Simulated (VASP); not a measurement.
A run of VASP 6.6.1 is set up as follows.

Contents of INCAR:

```
  PREC = Accurate
  ENCUT = 520
  EDIFF = 1E-6
  ISMEAR = 0
  SIGMA = 0.05
  LREAL = F
  LASPH = T
  NELM = 100
  ALGO = Normal
  ISIF = 2
  LWAVE = F
  LCHARG = T
  GGA = PS
  LELF = T
  LVHAR = T
  NBANDS = 11
```

File KPOINTS:

```
Automatic mesh
0
Gamma
  10 10 10
```

File POSCAR:

```
BeS
1.0
    0.0000000000      2.4854019863      2.5255583643
    2.5255583643      0.0000000000      2.5255583643
    2.5255583643      2.4854019863      0.0000000000
Be S
1 1
Direct
    0.0000000000      0.0000000000      0.0000000000
    0.7500000000      0.7500000000      0.7500000000
```

Potentials or basis: VASP PAW PBE potentials, release 64 (Be, S).

Launch:

```console
$ cat potpaw_PBE.64/Be/POTCAR potpaw_PBE.64/S/POTCAR > POTCAR
$ mpirun -np 1 vasp_std > vasp.out
```

Q: Predict the pressure.

A: -8.8 GPa.

Q: Estimate the band gap on the k mesh.

A: 3.02 eV, indirect (least direct gap 4.81 eV).

Stress tensor (GPa, compression positive):
```
-9.21  0.00  0.00
 0.00 -7.84  0.00
 0.00  0.00 -9.21
```

Caveat: the PAW data sets were made with another functional, which shifts forces and pressure a little. A k mesh can miss the band edges.
